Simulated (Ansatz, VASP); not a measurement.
**Ca in VASP and in Ansatz**

```
Ca
1.0
    -2.18254    2.18254    2.18254
     2.18254   -2.18254    2.18254
     2.18254    2.18254   -2.18254
Ca
1
Direct
  0.00000 0.00000 0.00000
```

Alike in both runs: task single point; functional r2SCAN; k mesh 7 × 7 × 7; no spin polarisation.

```csv
,VASP,Ansatz
version,VASP 6.6.1,Ansatz 0.2.0
potentials or method,"VASP PAW PBE potentials, release 64 (Ca_sv), cutoff 520 eV","plane waves, PAW"
occupations,"methfessel-paxton of order 1, width 0.15 eV","cold, width 0.15 eV"
valence electrons in the cell,10,10
```

Ansatz gave:

| Quantity | Value |
| --- | --- |
| pressure (GPa) | 0.9 |

Estimate VASP's values.

pressure (GPa): 1.0.

VASP's potentials were made for PBE, not for r2SCAN.
